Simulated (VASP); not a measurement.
Here is a VASP 6.6.1 calculation.

INCAR

```
SYSTEM = ZnO
PREC = Accurate
ENCUT = 600
EDIFF = 1E-8
ISMEAR = 0
SIGMA = 0.01
LREAL = .False.
LASPH = .True.
NELM = 60
ALGO = Normal
ISIF = 3
LWAVE = .False.
LCHARG = .False.
GGA = PS
IBRION = 6
NFREE = 2
POTIM = 0.015
NSW = 1
```

Contents of KPOINTS:

```
regular mesh
0
Gamma
  8 8 5
  0 0 0
```

POSCAR

```
ZnO
1.0
    3.2493080000      0.0000000000      0.0000000000
   -1.6246540000      2.8139832727      0.0000000000
    0.0000000000      0.0000000000      5.2057090000
Zn O
2 2
Direct
    0.6666666667      0.3333333333      0.0000000000
    0.3333333333      0.6666666667      0.5000000000
    0.3333333333      0.6666666667      0.8790100000
    0.6666666667      0.3333333333      0.3790100000
```

Potentials or basis: VASP PAW PBE potentials, release 64 (Zn, O).

The run is started by

```console
$ cat potpaw_PBE.64/Zn/POTCAR potpaw_PBE.64/O/POTCAR > POTCAR
$ mpirun -np 1 vasp_std > vasp.out
```

Question: What does it give for the Voigt bulk modulus?

Answer: 142 GPa.

Question: Predict the highest phonon frequency at Γ, LO-TO splitting left out.

Answer: 536 cm⁻¹.

Clamped-ion elastic tensor (GPa):
```
265  91  67   0   0   0
 91 265  67   0   0   0
 67  67 301   0   0   0
  0   0   0  54   0   0
  0   0   0   0  54   0
  0   0   0   0   0  87
```

Caveat: the PAW data sets were made with another functional, which shifts forces and pressure a little.
